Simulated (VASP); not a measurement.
Set up this calculation in VASP 6.6.1, as the native input.

```yaml
Task: single point
Functional: PBE
Potentials_or_basis: VASP PAW PBE potentials, release 64 (Zr_sv, Hf_pv, S)
Cutoff: 520 eV
k_mesh: 4 × 4 × 6
Occupations: gaussian, width 0.1 eV
Spin: no spin polarisation
Dipole_correction: no
Further_INCAR_settings: ALGO = Normal; EDIFF = 1e-06; NBANDS = 28
```

The structure of HfZrS3 lies in POSCAR:

```
HfZrS3
1.0
    5.1046179585      0.0000000000      0.0000000000
    0.0000000000      5.1046179585      0.0000000000
    0.0000000000      0.0000000000      4.9182921820
Zr Hf S
1 1 3
Direct
    0.0000000000      0.0000000000      0.5000000000
    0.5000000000      0.5000000000      0.5000000000
    0.0000000000      0.5000000000      0.5000000000
    0.5000000000      0.0000000000      0.5000000000
    0.0000000000      0.0000000000      0.0000000000
```

The cell was built from a structure type or drawn by symmetry, and may not be a known phase.

These files were run (other wordings do the same):

INCAR

```
ALGO     = Normal         # electronic algorithm
EDIFF    = 1E-6           # SCF threshold, eV
ENCUT    = 520            # plane-wave cutoff, eV
GGA      = PE             # functional
ISIF     = 2              # what is computed and relaxed
ISMEAR   = 0              # smearing method
LASPH    = True           # aspherical terms in the spheres
LCHARG   = False          # write CHGCAR
LREAL    = False          # projectors in reciprocal space
LWAVE    = False          # write WAVECAR
NBANDS   = 28             # bands
NELM     = 60             # most SCF steps
PREC     = Accurate       # precision mode
SIGMA    = 0.1            # smearing width, eV
```

KPOINTS

```
k-points
0
Gamma
  4 4 6
```

Potentials or basis: VASP PAW PBE potentials, release 64 (Zr_sv, Hf_pv, S).

Command:

```sh
$ cat potpaw_PBE.64/Zr_sv/POTCAR potpaw_PBE.64/Hf_pv/POTCAR potpaw_PBE.64/S/POTCAR > POTCAR
$ mpirun -np 1 vasp_std > vasp.out
```

Results of the run:

- Pressure: -0.2 GPa
- Band gap on the k mesh: zero (bands 20 and 21 overlap by 1.66 eV)

Caveat: spin-orbit coupling is left out, which moves the levels of the heavy elements.

Wall time 45 s on 1 thread of Intel(R) Xeon(R) 6975P-C (Granite Rapids), with other jobs on the host, peak memory 0.29 GiB.
